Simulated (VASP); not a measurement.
# Ag (P6_3/mmc) in VASP: relaxation of cell and atoms with PBEsol

Aim: the relaxation of cell and atoms of Ag with PBEsol.

Program: VASP 6.6.1. These are calculated values, not measurements. Logs are shortened: lines on timing, memory, paths and dates and some standing lists are left out, and cuts for length are marked.

### 1 The cell of the first run

Symmetry: P6_3/mmc, No. 194, hexagonal system. The conventional cell has a = 2.867 Å, b = 2.867 Å, c = 4.691 Å, α = 90.00°, β = 90.00°, γ = 120.00°. Ag (site symmetry -6m2) has 12 Ag at 2.87 Å within 3.8 Å.

### 2 Relaxation of cell and atoms, PBEsol

File INCAR:

```
ALGO     = Normal         # electronic algorithm
EDIFF    = 1E-6           # SCF threshold, eV
EDIFFG   = -0.001         # ionic threshold
ENCUT    = 600            # plane-wave cutoff, eV
GGA      = PS             # functional
IBRION   = 2              # ionic algorithm
ISIF     = 3              # what is computed and relaxed
ISMEAR   = -1             # smearing method
LASPH    = T              # aspherical terms in the spheres
LCHARG   = F              # write CHGCAR
LREAL    = F              # projectors in reciprocal space
LWAVE    = F              # write WAVECAR
NELM     = 100            # most SCF steps
NSW      = 80             # ionic steps
PREC     = Accurate       # precision mode
SIGMA    = 0.15           # smearing width, eV
```

File KPOINTS:

```
k-points
0
Gamma
  18 18 10
```

File POSCAR:

```
Ag
1.0
    2.8670626910      0.0000000000      0.0000000000
   -1.4335313455      2.4829491247      0.0000000000
    0.0000000000      0.0000000000      4.6907150476
Ag
2
Direct
    0.3333333333      0.6666666667      0.2500000000
    0.6666666667      0.3333333333      0.7500000000
```

Potentials or basis: VASP PAW PBE potentials, release 64 (Ag).

Run with:

```sh
$ cat potpaw_PBE.64/Ag/POTCAR > POTCAR
$ mpirun -np 1 vasp_std > vasp.out
```

OUTCAR:

```text
EDIFF = 1E-6
   EDIFFG = -0.001
   ENCUT = 600
   GGA = PS
   IBRION = 2
   ISIF = 3
   ISMEAR = -1
   LASPH = T
   LREAL = F
   NELM = 100
   NSW = 80
   PREC = Accurate

 ion  position               nearest neighbor table
   1  0.333  0.667  0.250-   2 2.87   2 2.87   2 2.87   2 2.87   2 2.87   2 2.87
   2  0.667  0.333  0.750-   1 2.87   1 2.87   1 2.87   1 2.87   1 2.87   1 2.87

  LATTYP: Found a hexagonal cell.
 ALAT       =     2.8670626910
 C/A-ratio  =     1.6360699270

  Lattice vectors:

 A1 = (   2.8670626910,   0.0000000000,   0.0000000000)
 A2 = (  -1.4335313455,   2.4829491247,   0.0000000000)
 A3 = (   0.0000000000,   0.0000000000,   4.6907150476)

Analysis of symmetry for initial positions (statically):
=====================================================================
 Subroutine PRICEL returns:
 Original cell was already a primitive cell.

 Routine SETGRP: Setting up the symmetry group for a
 hexagonal supercell.

 Subroutine GETGRP returns: Found 24 space group operations
 (whereof 12 operations were pure point group operations)
 out of a pool of 24 trial point group operations.

The static configuration has the point symmetry D_3d.
 The point group associated with its full space group is D_6h.

Analysis of symmetry for dynamics (positions and initial velocities):
=====================================================================
 Subroutine PRICEL returns:
 Original cell was already a primitive cell.

 Routine SETGRP: Setting up the symmetry group for a
 hexagonal supercell.

 Subroutine GETGRP returns: Found 24 space group operations
 (whereof 12 operations were pure point group operations)
 out of a pool of 24 trial point group operations.

The dynamic configuration has the point symmetry D_3d.
 The point group associated with its full space group is D_6h.

 Subroutine INISYM returns: Found 24 space group operations
 (whereof 12 operations are pure point group operations),
 and found     1 'primitive' translations

----------------------------------------------------------------------------------------

                                     Primitive cell

  volume of cell :      33.3921

  direct lattice vectors                    reciprocal lattice vectors
     2.867062691  0.000000000  0.000000000     0.348789025  0.201373437  0.000000000
    -1.433531346  2.482949125  0.000000000     0.000000000  0.402746875  0.000000000
     0.000000000  0.000000000  4.690715048     0.000000000  0.000000000  0.213187113

  length of vectors
     2.867062691  2.867062691  4.690715048     0.402746875  0.402746875  0.213187113

  position of ions in fractional coordinates (direct lattice)
     0.333333333  0.666666667  0.250000000
     0.666666667  0.333333333  0.750000000

  ion indices of the primitive-cell ions
   primitive index   ion index
                 1           1
                 2           2

----------------------------------------------------------------------------------------

 KPOINTS: k-points

Automatic generation of k-mesh.
 Grid dimensions read from file:
 generate k-points for:   18   18   10

 Generating k-lattice:

  Cartesian coordinates                     Fractional coordinates (reciprocal lattice)
     0.019377168  0.011187413  0.000000000     0.055555556  0.000000000  0.000000000
     0.000000000  0.022374826  0.000000000     0.000000000  0.055555556  0.000000000
     0.000000000  0.000000000  0.021318711     0.000000000  0.000000000  0.100000000

  Length of vectors
     0.022374826  0.022374826  0.021318711

  Shift w.r.t. Gamma in fractional coordinates (k-lattice)
     0.000000000  0.000000000  0.000000000

 Subroutine IBZKPT returns following result:
 ===========================================

 Found    222 irreducible k-points:

 Following reciprocal coordinates:
            Coordinates               Weight
  0.000000  0.000000  0.000000      1.000000
  0.055556  0.000000  0.000000      6.000000
  0.111111  0.000000  0.000000      6.000000
  0.166667  0.000000  0.000000      6.000000
  0.222222  0.000000  0.000000      6.000000
  0.277778  0.000000  0.000000      6.000000
[... 16 lines left out ...]
  0.333333  0.111111  0.000000     12.000000
  0.388889  0.111111  0.000000     12.000000
 [... further k-points ...]
   k-points           NKPTS =    222   k-points in BZ     NKDIM =    222   number of bands    NBANDS=     15
   number of dos      NEDOS =    301   number of ions     NIONS =      2
   total plane-waves  NPLWV =  23040
   dimension x,y,z NGX =    24 NGY =   24 NGZ =   40
   dimension x,y,z NGXF=    48 NGYF=   48 NGZF=   80
   ions per type =               2
   NGX,Y,Z   is equivalent  to a cutoff of  13.92, 13.92, 14.18 a.u.
   NGXF,Y,Z  is equivalent  to a cutoff of  27.83, 27.83, 28.35 a.u.
 SYSTEM =  unknown system
   PREC   = accura    normal or accurate (medium, high low for compatibility)
   ISTART =      0    job   : 0-new  1-cont  2-samecut
   ICHARG =      2    charge: 1-file 2-atom 10-const
   ISPIN  =      1    spin polarized calculation?
   LNONCOLLINEAR =      F non collinear calculations
   LSORBIT =      F    spin-orbit coupling
   LASPH  =      T    aspherical Exc in radial PAW
   ENCUT  =  600.0 eV  44.10 Ry    6.64 a.u.   5.73  5.73  9.37*2*pi/ulx,y,z
   NELM   =    100;   NELMIN=  2; NELMDL= -5     # of ELM steps
   EDIFF  = 0.1E-05   stopping-criterion for ELM
   LREAL  =      F    real-space projection
   EDIFFG = -.1E-02   stopping-criterion for IOM
   NSW    =     80    number of steps for IOM
   IBRION =      2    ionic relax: 0-MD 1-quasi-New 2-CG
   NFREE  =      1    steps in history (QN), initial steepest desc. (CG)
   ISIF   =      3    stress and relaxation
   ISYM   =      2    0-nonsym 1-usesym 2-fastsym
   POTIM  = 0.5000    time-step for ionic-motion
   TEBEG  =    0.0;   TEEND  =   0.0 temperature during run
   PSTRESS=    0.0 pullay stress
   NELECT =      22.0000    total number of electrons
   NUPDOWN=      -1.0000    fix difference up-down
   EMIN   =  10.00;   EMAX   =-10.00  energy-range for DOS
   EFERMI =   0.00;   METHOD = LEGACY
   ISMEAR =    -1;   SIGMA  =   0.15  broadening in eV -4-tet -1-fermi 0-gaus
   EFERMI_NEDOS =   21; number of points for ismear=-14 and -15
   IALGO  =     38    algorithm
   IMIX   =      4    mixing-type and parameters
     AMIX     =   0.40;   BMIX     =  1.00
     AMIX_MAG =   1.60;   BMIX_MAG =  1.00
  volume/ion in A,a.u.               =      16.70       112.67
  Fermi-wavevector in a.u.,A,eV,Ry     =   1.424517  2.691947 27.609613  2.029249
  Thomas-Fermi vector in A             =   2.545000
   LORBIT       =      0    0 simple, 1 ext, 2 COOP (PROOUT), +10 PAW based schemes
   GGA     = PS    functional components
   LHFCALC =     F    Hartree Fock is set to
   AEXX    =    0.0000 exact exchange contribution
   IVDW    =     0    specifies the selected vdW correction
   LEPSILON=     F    determine dielectric tensor
   LRPA    =     F    only Hartree local field effects (RPA)
 conjugate gradient relaxation of ions
 non-spin polarized calculation
  energy-cutoff  :      600.00
  volume of cell :       33.39
 maximum number of plane-waves:      1132
 NGX is ok and might be reduce to    24
   NGX = 11   NGY = 11   NGZ = 19

--------------------------------------- Ionic step        1  -------------------------------------------

 number of electron      21.9999998 magnetization

 Free energy of the ion-electron system (eV)
  ---------------------------------------------------
  ext. energy  EPLUGINS =         0.00000000
  ---------------------------------------------------
  free energy    TOTEN  =        -6.62736586 eV

  energy without entropy =       -6.58553756  energy(sigma->0) =       -6.60645171

------------------------ aborting loop because EDIFF is reached ----------------------------------------

  FORCE on cell =-STRESS in cart. coord.  units (eV):
  Direction    XX          YY          ZZ          XY          YZ          ZX
  --------------------------------------------------------------------------------------
  -------------------------------------------------------------------------------------
  Total       -0.0742467     -0.0742467     -0.0043095      0.0000000      0.0000000     -0.0000000
  in kB       -3.5624094     -3.5624094     -0.2067721      0.0000000      0.0000000     -0.0000000
  external PRESSURE =      -2.4438636 kB  Pullay stress =       0.0000000 kB
[... 89 lines left out ...]
  FREE ENERGIE OF THE ION-ELECTRON SYSTEM (eV)
  ---------------------------------------------------
  free  energy   TOTEN  =        -6.6274616768 eV

  energy  without entropy=       -6.5855781429  energy(sigma->0) =       -6.60651991

[... ionic steps 4 to 12 ...]

--------------------------------------- Ionic step       13  -------------------------------------------

 number of electron      21.9999998 magnetization

------------------------ aborting loop because EDIFF is reached ----------------------------------------
[... 67 lines left out ...]
--------------------------------------- Ionic step       15  -------------------------------------------

 number of electron      21.9999998 magnetization

 Free energy of the ion-electron system (eV)
  ---------------------------------------------------
  ext. energy  EPLUGINS =         0.00000000
  ---------------------------------------------------
  free energy    TOTEN  =        -6.62748868 eV

  energy without entropy =       -6.58551440  energy(sigma->0) =       -6.60650154

 E-fermi :   8.5409     XC(G=0): -12.5491

 val. band max:        8.5405445857   @ k =   0.3333   0.0556   0.4000
 cond. band min:       8.5806159030   @ k =   0.1667   0.0556   0.2000
 fundamental gap:      0.0400713174
 Fermi energy:         8.5408796037

 k-point     1 :       0.0000    0.0000    0.0000
  band No.  band energies     occupation
      1       0.5521      2.00000
      2       2.0077      2.00000
      3       3.6716      2.00000
      4       3.7893      2.00000
      5       3.7893      2.00000
      6       4.0368      2.00000
      7       4.0368      2.00000
      8       4.4280      2.00000
      9       4.4280      2.00000
     10       5.4746      2.00000
     11       5.4746      2.00000
     12       7.9967      1.94822
     13      12.1926      0.00000
     14      24.2669      0.00000
[... 401 lines left out ...]
      2       2.5185      2.00000
      3       2.6097      2.00000
      4       3.6730      2.00000
      5       4.0160      2.00000
      6       4.2228      2.00000
      7       4.3006      2.00000
      8       5.4609      2.00000
      9       5.5979      2.00000
     10       5.6327      2.00000
     11       8.1994      1.81381
     12      11.4470      0.00000
     13      15.2811      0.00000
     14      15.6248      0.00000
     15      17.7018      0.00000

 [... further k-points ...]
[... 5 lines left out ...]
  --------------------------------------------------------------------------------------
  -------------------------------------------------------------------------------------
  Total       -0.0014444     -0.0014444     -0.0013521      0.0000000     -0.0000000     -0.0000000
  in kB       -0.0694423     -0.0694423     -0.0650044      0.0000000     -0.0000000     -0.0000000
  external PRESSURE =      -0.0679630 kB  Pullay stress =       0.0000000 kB
[... 17 lines left out ...]
  FREE ENERGIE OF THE ION-ELECTRON SYSTEM (eV)
  ---------------------------------------------------
  free  energy   TOTEN  =        -6.6274886818 eV

  energy  without entropy=       -6.5855143971  energy(sigma->0) =       -6.60650154

 reached required accuracy - stopping structural energy minimisation
```

Run time: 12 min. Hardware: 1 thread of AMD EPYC 7R43 (Zen 3), shared host; peak memory 0.22 GiB.

Results:

```yaml
Free_energy: -6.6275 eV
Relaxed_volume: 16.66 Å³/atom
Relaxed_cell: a = 2.862 Å, b = 2.862 Å, c = 4.697 Å, α = 90.00°, β = 90.00°, γ = 120.00°
Space_group_after_relaxing_to_0.05_Å: P6_3/mmc (No. 194)
Energy_gained_by_relaxing: 0.1 meV/atom
Ionic_steps: 15
Pressure_after_relaxing: 0.0 GPa
Band_gap_on_the_k_mesh: zero (band 11 reaches 12.69 eV, above the bottom of band 12 at 5.15 eV)
```

The path:
```csv
step,energy change (eV),largest force (eV/Å),pressure (GPa),volume (Å³)
1,0.0000,0.0000,-0.24,33.39
2,-0.0001,0.0000,0.24,33.27
3,-0.0001,0.0000,0.04,33.31
4,-0.0001,0.0000,0.08,33.30
5,-0.0001,0.0000,0.01,33.31
6,-0.0001,0.0000,0.04,33.31
7,-0.0001,0.0000,0.03,33.32
8,-0.0001,0.0000,0.02,33.31
9,-0.0001,0.0000,0.03,33.31
10,-0.0001,0.0000,0.03,33.31
11,-0.0001,0.0000,-0.03,33.33
12,-0.0001,0.0000,0.01,33.32
13,-0.0001,0.0000,0.02,33.32
14,-0.0001,0.0000,-0.01,33.33
15,-0.0001,0.0000,-0.01,33.33
```

Final structure:
```xyz
2
Lattice="2.8624 0.0000 0.0000 -1.4312 2.4790 0.0000 0.0000 0.0000 4.6966" Properties=species:S:1:pos:R:3 pbc="T T T"
Ag    0.0000    1.6526    1.1741
Ag    1.4312    0.8263    3.5224
```

Levels at points of the mesh, in eV from the Fermi level:
```csv
k point,band 7,band 8,band 9,band 10,band 11,band 12,band 13,band 14,band 15
"(0.00, 0.00, 0.00)",-4.50,-4.11,-4.11,-3.07,-3.07,-0.54,3.65,15.73,17.56
"(0.50, 0.00, 0.00)",-3.85,-2.92,-2.87,-2.77,0.10,1.62,6.94,7.20,9.55
"(0.00, 0.00, 0.50)",-4.64,-4.64,-3.39,-3.39,-3.39,-3.39,11.20,11.20,16.10
"(0.50, 0.00, 0.50)",-3.13,-3.13,-2.83,-2.83,0.70,0.70,4.73,4.73,13.80
```

Caveat: the PAW data sets were made with another functional, which shifts forces and pressure a little.
